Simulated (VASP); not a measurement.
# Li (Im-3m) in VASP: relaxation of volume and atoms at fixed shape with PBE

Aim: the relaxation of volume and atoms at fixed shape of Li with PBE.

All numbers are computed with VASP 6.6.1; they aren't measurements. Logs are shortened: lines on timing, memory, paths and dates and some standing lists are left out, and cuts for length are marked.

## (1) The cell of the first run

The structure is cubic, space group Im-3m (No. 229). Conventional cell: a = 3.510 Å, b = 3.510 Å, c = 3.510 Å, α = 90.00°, β = 90.00°, γ = 90.00°. Within 4.0 Å of Li (site symmetry m-3m) lie 14 Li at 3.04 to 3.51 Å.

## (2) Relaxation of volume and atoms at fixed shape, PBE, collinear spin, zero start

File INCAR:

```
SYSTEM = Li
PREC = Accurate
ENCUT = 600
EDIFF = 1E-6
ISMEAR = -1
SIGMA = 0.1
LREAL = .False.
LASPH = .True.
NELM = 150
ALGO = Normal
ISIF = 8
LWAVE = .False.
LCHARG = .False.
ISPIN = 2
MAGMOM = 0 0
LORBIT = 11
GGA = PE
IBRION = 2
NSW = 80
EDIFFG = -0.01
```

File KPOINTS:

```
regular mesh
0
Gamma
  12 12 12
  0 0 0
```

File POSCAR:

```
Li
1.0
    3.5100000000      0.0000000000      0.0000000000
    0.0000000000      3.5100000000      0.0000000000
    0.0000000000      0.0000000000      3.5100000000
Li
2
Direct
    0.0000000000      0.0000000000      0.0000000000
    0.5000000000      0.5000000000      0.5000000000
```

Potentials or basis: VASP PAW PBE potentials, release 64 (Li_sv).

Launch:

```bash
$ cat potpaw_PBE.64/Li_sv/POTCAR > POTCAR
$ mpirun -np 1 vasp_std > vasp.out
```

OUTCAR:

```text
SYSTEM = Li
   PREC = Accurate
   ENCUT = 600
   EDIFF = 1E-6
   ISMEAR = -1
   LREAL = .False.
   LASPH = .True.
   NELM = 150
   ISIF = 8
   ISPIN = 2
   LORBIT = 11
   GGA = PE
   IBRION = 2
   NSW = 80
   EDIFFG = -0.01

 ion  position               nearest neighbor table
   1  0.000  0.000  0.000-
   2  0.500  0.500  0.500-

  LATTYP: Found a simple cubic cell.
 ALAT       =     3.5100000000

  Lattice vectors:

 A1 = (   3.5100000000,   0.0000000000,   0.0000000000)
 A2 = (   0.0000000000,   3.5100000000,   0.0000000000)
 A3 = (   0.0000000000,   0.0000000000,   3.5100000000)

Analysis of symmetry for initial positions (statically):
=====================================================================
 Subroutine PRICEL returns following result:

  LATTYP: Found a body centered cubic cell.
 ALAT       =     3.5100000000

  Lattice vectors:

 A1 = (   1.7550000000,   1.7550000000,  -1.7550000000)
 A2 = (  -1.7550000000,   1.7550000000,   1.7550000000)
 A3 = (   1.7550000000,  -1.7550000000,   1.7550000000)

   2 primitive cells build up your supercell.

 Routine SETGRP: Setting up the symmetry group for a
 simple cubic supercell.

 Subroutine GETGRP returns: Found 48 space group operations
 (whereof 48 operations were pure point group operations)
 out of a pool of 48 trial point group operations.

The static configuration has the point symmetry O_h .

Analysis of symmetry for dynamics (positions and initial velocities):
=====================================================================
 Subroutine PRICEL returns following result:

  LATTYP: Found a body centered cubic cell.
 ALAT       =     3.5100000000

  Lattice vectors:

 A1 = (   1.7550000000,   1.7550000000,  -1.7550000000)
 A2 = (  -1.7550000000,   1.7550000000,   1.7550000000)
 A3 = (   1.7550000000,  -1.7550000000,   1.7550000000)

   2 primitive cells build up your supercell.

 Routine SETGRP: Setting up the symmetry group for a
 simple cubic supercell.

 Subroutine GETGRP returns: Found 48 space group operations
 (whereof 48 operations were pure point group operations)
 out of a pool of 48 trial point group operations.

The dynamic configuration has the point symmetry O_h .

Analysis of structural, dynamic, and magnetic symmetry:
=====================================================================
 Subroutine PRICEL returns following result:

  LATTYP: Found a body centered cubic cell.
 ALAT       =     3.5100000000

  Lattice vectors:

 A1 = (   1.7550000000,   1.7550000000,  -1.7550000000)
 A2 = (  -1.7550000000,   1.7550000000,   1.7550000000)
 A3 = (   1.7550000000,  -1.7550000000,   1.7550000000)

   2 primitive cells build up your supercell.

 Routine SETGRP: Setting up the symmetry group for a
 simple cubic supercell.

 Subroutine GETGRP returns: Found 48 space group operations
 (whereof 48 operations were pure point group operations)
 out of a pool of 48 trial point group operations.

The overall configuration has the point symmetry O_h .

 Subroutine INISYM returns: Found 48 space group operations
 (whereof 48 operations are pure point group operations),
 and found     2 'primitive' translations

----------------------------------------------------------------------------------------

                                     Primitive cell

  volume of cell :      21.6218

  direct lattice vectors                    reciprocal lattice vectors
     1.755000000  1.755000000 -1.755000000     0.284900285  0.284900285  0.000000000
    -1.755000000  1.755000000  1.755000000    -0.000000000  0.284900285  0.284900285
     1.755000000 -1.755000000  1.755000000     0.284900285  0.000000000  0.284900285

  length of vectors
     3.039749167  3.039749167  3.039749167     0.402909847  0.402909847  0.402909847

  position of ions in fractional coordinates (direct lattice)
     0.000000000  0.000000000  0.000000000

  ion indices of the primitive-cell ions
   primitive index   ion index
                 1           1

----------------------------------------------------------------------------------------

 KPOINTS: regular mesh

Automatic generation of k-mesh.
 Grid dimensions read from file:
 generate k-points for:   12   12   12

 Generating k-lattice:

  Cartesian coordinates                     Fractional coordinates (reciprocal lattice)
     0.023741690  0.000000000  0.000000000     0.083333333  0.000000000  0.000000000
     0.000000000  0.023741690  0.000000000     0.000000000  0.083333333  0.000000000
     0.000000000  0.000000000  0.023741690     0.000000000  0.000000000  0.083333333

  Length of vectors
     0.023741690  0.023741690  0.023741690

  Shift w.r.t. Gamma in fractional coordinates (k-lattice)
     0.000000000  0.000000000  0.000000000

 Subroutine IBZKPT returns following result:
 ===========================================

 Found     84 irreducible k-points:

 Following reciprocal coordinates:
            Coordinates               Weight
  0.000000  0.000000  0.000000      1.000000
  0.083333  0.000000  0.000000      6.000000
  0.166667  0.000000  0.000000      6.000000
  0.250000  0.000000  0.000000      6.000000
  0.333333  0.000000  0.000000      6.000000
  0.416667  0.000000  0.000000      6.000000
[... 16 lines left out ...]
  0.333333  0.333333  0.000000     12.000000
  0.416667  0.333333  0.000000     24.000000
 [... further k-points ...]
   k-points           NKPTS =     84   k-points in BZ     NKDIM =     84   number of bands    NBANDS=      7
   number of dos      NEDOS =    301   number of ions     NIONS =      2
   total plane-waves  NPLWV =  21952
   dimension x,y,z NGX =    28 NGY =   28 NGZ =   28
   dimension x,y,z NGXF=    56 NGYF=   56 NGZF=   56
   ions per type =               2
   NGX,Y,Z   is equivalent  to a cutoff of  13.26, 13.26, 13.26 a.u.
   NGXF,Y,Z  is equivalent  to a cutoff of  26.52, 26.52, 26.52 a.u.
 SYSTEM =  Li
   PREC   = accura    normal or accurate (medium, high low for compatibility)
   ISTART =      0    job   : 0-new  1-cont  2-samecut
   ICHARG =      2    charge: 1-file 2-atom 10-const
   ISPIN  =      2    spin polarized calculation?
   LNONCOLLINEAR =      F non collinear calculations
   LSORBIT =      F    spin-orbit coupling
   LASPH  =      T    aspherical Exc in radial PAW
   ENCUT  =  600.0 eV  44.10 Ry    6.64 a.u.   7.01  7.01  7.01*2*pi/ulx,y,z
   NELM   =    150;   NELMIN=  2; NELMDL= -5     # of ELM steps
   EDIFF  = 0.1E-05   stopping-criterion for ELM
   LREAL  =      F    real-space projection
   EDIFFG = -.1E-01   stopping-criterion for IOM
   NSW    =     80    number of steps for IOM
   IBRION =      2    ionic relax: 0-MD 1-quasi-New 2-CG
   NFREE  =      1    steps in history (QN), initial steepest desc. (CG)
   ISIF   =      8    stress and relaxation
   ISYM   =      2    0-nonsym 1-usesym 2-fastsym
   POTIM  = 0.5000    time-step for ionic-motion
   TEBEG  =    0.0;   TEEND  =   0.0 temperature during run
   PSTRESS=    0.0 pullay stress
   NELECT =       6.0000    total number of electrons
   NUPDOWN=      -1.0000    fix difference up-down
   EMIN   =  10.00;   EMAX   =-10.00  energy-range for DOS
   EFERMI =   0.00;   METHOD = LEGACY
   ISMEAR =    -1;   SIGMA  =   0.10  broadening in eV -4-tet -1-fermi 0-gaus
   EFERMI_NEDOS =   21; number of points for ismear=-14 and -15
   IALGO  =     38    algorithm
   IMIX   =      4    mixing-type and parameters
     AMIX     =   0.40;   BMIX     =  1.00
     AMIX_MAG =   1.60;   BMIX_MAG =  1.00
  volume/ion in A,a.u.               =      21.62       145.91
  Fermi-wavevector in a.u.,A,eV,Ry     =   0.847523  1.601586  9.772999  0.718295
  Thomas-Fermi vector in A             =   1.963042
   LORBIT       =     11    0 simple, 1 ext, 2 COOP (PROOUT), +10 PAW based schemes
   GGA     = PE    functional components
   LHFCALC =     F    Hartree Fock is set to
   AEXX    =    0.0000 exact exchange contribution
   IVDW    =     0    specifies the selected vdW correction
   LEPSILON=     F    determine dielectric tensor
   LRPA    =     F    only Hartree local field effects (RPA)
 conjugate gradient relaxation of ions
 spin polarized calculation
  energy-cutoff  :      600.00
  volume of cell :       43.24
 maximum number of plane-waves:      1472
   NGX = 15   NGY = 15   NGZ = 15

--------------------------------------- Ionic step        1  -------------------------------------------

 number of electron       6.0000021 magnetization      -0.0000286

 number of electron       6.0000021 magnetization       0.0000020

 Free energy of the ion-electron system (eV)
  ---------------------------------------------------
  ext. energy  EPLUGINS =         0.00000000
  ---------------------------------------------------
  free energy    TOTEN  =        -3.81673711 eV

  energy without entropy =       -3.78325642  energy(sigma->0) =       -3.79999677

------------------------ aborting loop because EDIFF is reached ----------------------------------------

  FORCE on cell =-STRESS in cart. coord.  units (eV):
  Direction    XX          YY          ZZ          XY          YZ          ZX
  --------------------------------------------------------------------------------------
  -------------------------------------------------------------------------------------
  Total       -0.2390898     -0.2390898     -0.2390898      0.0000000      0.0000000      0.0000000
  in kB       -8.8582979     -8.8582979     -8.8582979      0.0000000      0.0000000      0.0000000
  external PRESSURE =      -8.8582979 kB  Pullay stress =       0.0000000 kB
[... 99 lines left out ...]
--------------------------------------- Ionic step        4  -------------------------------------------

 number of electron       5.9999996 magnetization       0.0000286

 number of electron       5.9999996 magnetization      -0.0000115

 Free energy of the ion-electron system (eV)
  ---------------------------------------------------
  ext. energy  EPLUGINS =         0.00000000
  ---------------------------------------------------
  free energy    TOTEN  =        -3.82584243 eV

  energy without entropy =       -3.79293889  energy(sigma->0) =       -3.80939066

 E-fermi :   0.6604     XC(G=0):  -7.0700

 val. band max:        0.6250537510   @ k =   0.5000   0.2500   0.2500
 cond. band min:       0.6809072007   @ k =   0.4167   0.1667   0.0833
 fundamental gap:      0.0558534498
 Fermi energy:         0.6603620087

 spin component 1

 k-point     1 :       0.0000    0.0000    0.0000
  band No.  band energies     occupation
      1     -45.8529      1.00000
      2     -45.8194      1.00000
      3      -2.9211      1.00000
      4       6.2131      0.00000
      5       6.2131      0.00000
      6       6.2131      0.00000
      7       8.4748      0.00000
[... 221 lines left out ...]
 k-point    24 :       0.4167    0.3333    0.0000
  band No.  band energies     occupation
      1     -45.8357      1.00000
      2     -45.8313      1.00000
      3      -0.2669      0.99991
      4       1.0694      0.01645
      5       4.3774      0.00000
      6       5.8883      0.00000
      7       9.5893      0.00000

 [... further k-points ...]

 spin component 2

 k-point     1 :       0.0000    0.0000    0.0000
  band No.  band energies     occupation
      1     -45.8529      1.00000
      2     -45.8194      1.00000
      3      -2.9210      1.00000
      4       6.2131      0.00000
      5       6.2131      0.00000
      6       6.2131      0.00000
      7       8.4748      0.00000
[... 259 lines left out ...]
  FREE ENERGIE OF THE ION-ELECTRON SYSTEM (eV)
  ---------------------------------------------------
  free  energy   TOTEN  =        -3.8258424348 eV

  energy  without entropy=       -3.7929388945  energy(sigma->0) =       -3.80939066

 reached required accuracy - stopping structural energy minimisation

 total charge

# of ion       s       p       d       tot
------------------------------------------
    1        2.034   0.042   0.000   2.075
    2        2.034   0.042   0.000   2.075
--------------------------------------------------
tot          4.067   0.084   0.000   4.151

 magnetization (x)

# of ion       s       p       d       tot
------------------------------------------
    1       -0.000   0.000   0.000  -0.000
    2       -0.000   0.000   0.000  -0.000
--------------------------------------------------
tot         -0.000   0.000   0.000  -0.000
```

Run time: 2.5 min. Hardware: 1 thread of Intel Xeon 8259CL, shared host; peak memory 0.18 GiB.

Results:

```
Free energy                                           : -3.8258 eV
Relaxed volume                                        : 20.06 Å³/atom
Relaxed cell                                          : a = 3.423 Å, b = 3.423 Å, c = 3.423 Å, α = 90.00°, β = 90.00°, γ = 90.00°
Space group after relaxing (to 0.1 Å)                 : Im-3m (No. 229)
Energy gained by relaxing                             : 4.6 meV/atom
Ionic steps                                           : 4
Pressure after relaxing                               : 0.0 GPa
Band gap on the k mesh                                : zero (filled and empty bands overlap)
Net moment                                            : 0.00 μB per cell
Valence electrons inside the program's atomic spheres : Li 2.08
```

The path:
```csv
step,energy change (eV),largest force (eV/Å),pressure (GPa),volume (Å³)
1,0.0000,0.0000,-0.89,43.24
2,-0.0037,0.0000,-0.70,42.50
3,-0.0089,0.0000,-0.16,40.61
4,-0.0091,0.0000,0.01,40.12
```

Final structure:
```
Li
1.0
     3.42329    0.00000    0.00000
     0.00000    3.42329    0.00000
     0.00000    0.00000    3.42329
Li
2
Direct
  0.00000 0.00000 0.00000
  0.50000 0.50000 0.50000
```

Caveat: the cutoff is under 1.25 times the usual one of these potentials, so pressure, stress and relaxed cells hold a basis-set (Pulay) error.
